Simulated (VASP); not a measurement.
# Hf (Pm-3m) in VASP: notebook, part 2 of 2

VASP 6.6.1. The steps go on from the part before.

## (3) Single point, revPBE (volume scaled by 0.88)

The input, INCAR:

```
ALGO     = Normal         # electronic algorithm
EDIFF    = 1E-7           # SCF threshold, eV
ENCUT    = 520            # plane-wave cutoff, eV
GGA      = RE             # functional
ISIF     = 2              # what is computed and relaxed
ISMEAR   = -1             # smearing method
LASPH    = True           # aspherical terms in the spheres
LCHARG   = False          # write CHGCAR
LREAL    = False          # projectors in reciprocal space
LWAVE    = False          # write WAVECAR
NBANDS   = 11             # bands
NELM     = 60             # most SCF steps
PREC     = Accurate       # precision mode
SIGMA    = 0.1            # smearing width, eV
```

The input, KPOINTS:

```
k-points
0
Gamma
  12 12 12
```

The input, POSCAR:

```
Hf
1.0
    2.8176853139      0.0000000000      0.0000000000
    0.0000000000      2.8176853139      0.0000000000
    0.0000000000      0.0000000000      2.8176853139
Hf
1
Direct
    0.0000000000      0.0000000000      0.0000000000
```

Potentials or basis: VASP PAW PBE potentials, release 64 (Hf_pv).

Started as:

```
cat potpaw_PBE.64/Hf_pv/POTCAR > POTCAR
mpirun -np 1 vasp_std > vasp.out
```

OUTCAR:

```text
EDIFF = 1E-7
   ENCUT = 520
   GGA = RE
   ISIF = 2
   ISMEAR = -1
   LASPH = True
   LREAL = False
   NELM = 60
   PREC = Accurate

 ion  position               nearest neighbor table
   1  0.000  0.000  0.000-

  LATTYP: Found a simple cubic cell.
 ALAT       =     2.8176853139

  Lattice vectors:

 A1 = (   2.8176853139,   0.0000000000,   0.0000000000)
 A2 = (   0.0000000000,   2.8176853139,   0.0000000000)
 A3 = (   0.0000000000,   0.0000000000,   2.8176853139)

Analysis of symmetry for initial positions (statically):
=====================================================================
 Subroutine PRICEL returns:
 Original cell was already a primitive cell.

 Routine SETGRP: Setting up the symmetry group for a
 simple cubic supercell.

 Subroutine GETGRP returns: Found 48 space group operations
 (whereof 48 operations were pure point group operations)
 out of a pool of 48 trial point group operations.

The static configuration has the point symmetry O_h .

Analysis of symmetry for dynamics (positions and initial velocities):
=====================================================================
 Subroutine PRICEL returns:
 Original cell was already a primitive cell.

 Routine SETGRP: Setting up the symmetry group for a
 simple cubic supercell.

 Subroutine GETGRP returns: Found 48 space group operations
 (whereof 48 operations were pure point group operations)
 out of a pool of 48 trial point group operations.

The dynamic configuration has the point symmetry O_h .

 Subroutine INISYM returns: Found 48 space group operations
 (whereof 48 operations are pure point group operations),
 and found     1 'primitive' translations

----------------------------------------------------------------------------------------

                                     Primitive cell

  volume of cell :      22.3706
[... 110 lines left out ...]
  Thomas-Fermi vector in A             =   2.385677
   LORBIT       =      0    0 simple, 1 ext, 2 COOP (PROOUT), +10 PAW based schemes
   GGA     = RE    functional components
   LHFCALC =     F    Hartree Fock is set to
   AEXX    =    0.0000 exact exchange contribution
   IVDW    =     0    specifies the selected vdW correction
   LEPSILON=     F    determine dielectric tensor
   LRPA    =     F    only Hartree local field effects (RPA)
 non-spin polarized calculation
  energy-cutoff  :      520.00
  volume of cell :       22.37
 maximum number of plane-waves:       624
 NGX is ok and might be reduce to    24
   NGX = 11   NGY = 11   NGZ = 11

 number of electron      10.0000000 magnetization

 Free energy of the ion-electron system (eV)
  ---------------------------------------------------
  ext. energy  EPLUGINS =         0.00000000
  ---------------------------------------------------
  free energy    TOTEN  =        -8.43141874 eV

  energy without entropy =       -8.37849058  energy(sigma->0) =       -8.40495466

 E-fermi :   4.5554     XC(G=0): -11.1469

 val. band max:        4.5502250808   @ k =   0.5000   0.3333   0.2500
 cond. band min:       4.5803342546   @ k =   0.4167   0.4167   0.2500
 fundamental gap:      0.0301091739
 Fermi energy:         4.5554078615

 k-point     1 :       0.0000    0.0000    0.0000
  band No.  band energies     occupation
      1     -25.1412      2.00000
      2     -25.1412      2.00000
      3     -25.1412      2.00000
      4      -2.2322      2.00000
      5       2.8829      2.00000
      6       2.8829      2.00000
      7      11.7583      0.00000
      8      11.7583      0.00000
      9      11.7583      0.00000
     10      17.9763      0.00000
     11      18.3358      0.00000
[... 309 lines left out ...]
 k-point    24 :       0.4167    0.3333    0.0000
  band No.  band energies     occupation
      1     -26.1787      2.00000
      2     -25.9409      2.00000
      3     -24.9540      2.00000
      4       1.9033      2.00000
      5       3.3969      1.99998
      6       7.4930      0.00000
      7       8.6186      0.00000
      8       8.6787      0.00000
      9       9.3163      0.00000
     10      14.8346      0.00000
     11      17.8189      0.00000

 [... further k-points ...]

------------------------ aborting loop because EDIFF is reached ----------------------------------------

  FORCE on cell =-STRESS in cart. coord.  units (eV):
  Direction    XX          YY          ZZ          XY          YZ          ZX
  --------------------------------------------------------------------------------------
  -------------------------------------------------------------------------------------
  Total        1.5287883      1.5287883      1.5287883     -0.0000000     -0.0000000     -0.0000000
  in kB      109.4915121    109.4915121    109.4915121     -0.0000000     -0.0000000     -0.0000000
  external PRESSURE =     109.4915121 kB  Pullay stress =       0.0000000 kB

 VOLUME and BASIS-vectors are now :
 -----------------------------------------------------------------------------
  energy-cutoff  :      520.00
  volume of cell :       22.37
      direct lattice vectors                 reciprocal lattice vectors
     2.817685314  0.000000000  0.000000000     0.354901236  0.000000000  0.000000000
     0.000000000  2.817685314  0.000000000     0.000000000  0.354901236  0.000000000
     0.000000000  0.000000000  2.817685314     0.000000000  0.000000000  0.354901236

 POSITION                                       TOTAL-FORCE (eV/Angst)
 -----------------------------------------------------------------------------------
      0.00000      0.00000      0.00000         0.000000      0.000000      0.000000
 -----------------------------------------------------------------------------------
    total drift:                                0.000000      0.000000      0.000000

  FREE ENERGIE OF THE ION-ELECTRON SYSTEM (eV)
  ---------------------------------------------------
  free  energy   TOTEN  =        -8.4314187428 eV

  energy  without entropy=       -8.3784905842  energy(sigma->0) =       -8.40495466
```

It used 8.6 s of CPU time on 1 thread of Intel Xeon 6975P-C, with other jobs on the host.

Results:

```
Free energy            : -8.4314 eV
Pressure               : 10.9 GPa
Band gap on the k mesh : zero (band 5 reaches 5.53 eV, above the bottom of band 6 at 2.88 eV)
```

Caveat: the PAW data sets were made with another functional, which shifts forces and pressure a little; spin-orbit coupling is left out, which moves the levels of the heavy elements.

## (4) Single point, revPBE (volume scaled by 0.92)

The input, INCAR:

```
  PREC = Accurate
  ENCUT = 520
  EDIFF = 1E-6
  ISMEAR = -1
  SIGMA = 0.1
  LREAL = False
  LASPH = True
  NELM = 100
  ALGO = Normal
  ISIF = 2
  LWAVE = False
  LCHARG = False
  GGA = RE
  NBANDS = 11
```

The input, KPOINTS:

```
Automatic mesh
0
Gamma
  12 12 12
```

The input, POSCAR:

```
Hf
1.0
    2.8597465197      0.0000000000      0.0000000000
    0.0000000000      2.8597465197      0.0000000000
    0.0000000000      0.0000000000      2.8597465197
Hf
1
Direct
    0.0000000000      0.0000000000      0.0000000000
```

Started as:

```
cat potpaw_PBE.64/Hf_pv/POTCAR > POTCAR
mpirun -np 1 vasp_std > vasp.out
```

Run time: 13 s. Hardware: 1 thread of Intel Xeon 6975P-C, shared host; peak memory 0.15 GiB.

The run converged. Its results:

- Free energy: -8.4868 eV
- Pressure: 6.6 GPa
- Band gap on the k mesh: zero (band 5 reaches 5.20 eV, above the bottom of band 6 at 2.70 eV)

Levels at points of the mesh, in eV from the Fermi level:
```
           k point  band 3  band 4  band 5  band 6  band 7  band 8
(0.00, 0.00, 0.00)  -29.84   -6.66   -1.56   -1.56    6.87    6.87
(0.50, 0.00, 0.00)  -29.74   -3.18   -0.59   -0.04    3.19    3.19
(0.50, 0.50, 0.00)  -29.65   -3.11   -0.60    3.99    3.99    4.73
(0.50, 0.50, 0.50)  -30.64   -1.44   -1.44   -1.44    6.86    9.52
```

Caveat: the PAW data sets were made with another functional, which shifts forces and pressure a little; spin-orbit coupling is left out, which moves the levels of the heavy elements.

## (5) The runs side by side

| cell | k mesh | gap on the mesh (eV) | pressure (GPa) |
| --- | --- | --- | --- |
| a = 2.940 Å, 1 atom | 11 × 11 × 11 | none | -0.3 |
| a = 2.818 Å, 1 atom | 12 × 12 × 12 | none | 10.9 |
| a = 2.860 Å, 1 atom | 12 × 12 × 12 | none | 6.6 |

Alike in all rows: task single point; level revPBE; potentials or basis VASP PAW PBE potentials, release 64 (Hf_pv); no spin polarisation; cutoff (eV) 520; smearing fermi-dirac 0.1 eV.

Caveats: the PAW data sets were made with another functional, which shifts forces and pressure a little; spin-orbit coupling is left out, which moves the levels of the heavy elements.

Absolute energies hang on the potentials; compare differences alone.
